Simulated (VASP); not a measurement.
The system is W2O3F3.

```
W F O
1.0
    -3.71630    0.00000    0.00000
     0.00000    3.71630    3.71630
     0.00000    3.71630   -3.71630
W F O
2 3 3
Cartesian
  0.0000 0.0000 0.0000
  0.0000 3.7163 0.0000
  0.0000 3.7163 -1.8582
  0.0000 1.8582 0.0000
  -1.8582 0.0000 0.0000
  0.0000 3.7163 1.8582
  0.0000 5.5745 0.0000
  -1.8582 3.7163 0.0000
```

* Program: VASP 6.6.1
* Task: relaxation of cell and atoms
* Functional: PBE
* Potentials or basis: VASP PAW PBE potentials, release 64 (W_sv, F, O)
* Cutoff: 600 eV
* k mesh: 6 × 4 × 4
* Occupations: gaussian, width 0.1 eV
* Spin: no spin polarisation

At the start: pressure 40.9 GPa; volume 12.83 Å³/atom.

Question: Where does the relaxation end?

Answer: Over 15 steps the energy falls by 392.1 meV/atom and the volume is 15.28 Å³/atom (+19.1 %); space group Pmm2 (No. 25, to 0.1 Å) before and after.

Step by step:
| step | energy change (eV) | largest force (eV/Å) | pressure (GPa) | volume (Å³) |
| --- | --- | --- | --- | --- |
| 1 | 0.0000 | 8.3967 | 40.92 | 102.65 |
| 2 | 2.0585 | 5.8535 | -18.09 | 159.43 |
| 3 | -2.9893 | 2.4718 | 1.26 | 122.02 |
| 4 | -3.0201 | 2.0652 | 3.09 | 120.50 |
| 5 | -3.0255 | 1.8286 | 4.16 | 119.66 |
| 6 | -2.8524 | 2.6125 | -7.60 | 127.16 |
| 7 | -3.1176 | 0.3819 | -0.71 | 122.31 |
| 8 | -3.1177 | 0.3885 | -0.61 | 122.24 |
| 9 | -3.1264 | 0.2261 | 0.36 | 121.60 |
| 10 | -3.1267 | 0.1855 | 0.62 | 121.45 |
| 11 | -3.1333 | 0.1306 | 0.43 | 121.74 |
| 12 | -3.1350 | 0.1168 | 0.29 | 121.99 |
| 13 | -3.1361 | 0.1231 | -0.45 | 122.48 |
| 14 | -3.1362 | 0.0801 | -0.26 | 122.35 |
| 15 | -3.1371 | 0.0500 | -0.04 | 122.24 |

Final structure:
```cif
data_structure
_symmetry_space_group_name_H-M 'P 1'
_symmetry_Int_Tables_number 1
_cell_length_a 3.9103
_cell_length_b 5.6084
_cell_length_c 5.5737
_cell_angle_alpha 90.000
_cell_angle_beta 90.000
_cell_angle_gamma 90.000
_cell_volume 122.24
loop_
_atom_site_label
_atom_site_type_symbol
_atom_site_fract_x
_atom_site_fract_y
_atom_site_fract_z
_atom_site_occupancy
W1 W 0.00000 0.97115 0.00000 1
W2 W 0.00000 0.52904 0.50000 1
F1 F 0.00000 0.24816 0.75322 1
F2 F 0.00000 0.24816 0.24678 1
F3 F 0.50000 0.99505 0.00000 1
O1 O 0.00000 0.75130 0.24962 1
O2 O 0.00000 0.75130 0.75038 1
O3 O 0.50000 0.50583 0.50000 1
```

Caveat: the volume moved by over 15 % at a fixed basis, so the end points are rough; an odd number of electrons without spin polarisation forces a metal; a magnetic or distorted state may lie lower; the relaxation stopped at a loose force limit of 0.05 eV/Å, so its end isn't a converged minimum.
